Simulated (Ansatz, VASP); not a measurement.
**One calculation of AlNi, two programs**

```xyz
4
Lattice="-2.0224 2.0222 0.0000 2.0224 2.0222 2.8700 2.0224 2.0222 -2.8700" Properties=species:S:1:pos:R:3 pbc="T T T"
Al   -1.9017    2.1498   -0.1424
Al   -0.1207    3.9167    0.1424
Ni    2.1803    3.9850   -1.5179
Ni   -0.1580    2.0815   -1.3521
```

Alike in both runs: task single point; functional r2SCAN; k mesh 12 × 8 × 8; occupations gaussian, width 0.15 eV; no spin polarisation.

|  | VASP | Ansatz |
| --- | --- | --- |
| version | VASP 6.6.1 | Ansatz 0.2.0 |
| potentials or method | VASP PAW PBE potentials, release 64 (Al, Ni), cutoff 520 eV | scalar-relativistic, plane waves, PAW |
| valence electrons in the cell | 26 | 42 |

Ansatz gave:

```
gap on the k mesh at the Fermi level (eV)                     : none
pressure (GPa)                                                : 13.6
traceless stress, the component that is largest in VASP (GPa) : -9.07
rms of the force components (eV/Å)                            : 2.071
```

What did VASP give for the same quantities?

gap on the k mesh at the Fermi level (eV): none; pressure (GPa): 13.5; traceless stress, the component that is largest in VASP (GPa): -9.22; rms of the force components (eV/Å): 2.091.

VASP's potentials were made for PBE, not for r2SCAN. Atom by atom the forces differ by 0.021 eV/Å (rms over components). A gap of «none» marks a metal or a gap that the smearing closes. The functional is the same, so the differences come from potentials, cutoffs and numerics. VASP's potentials hold 26 valence electrons a cell and Ansatz's 42, so a difference there can come from the potentials and not from the codes.
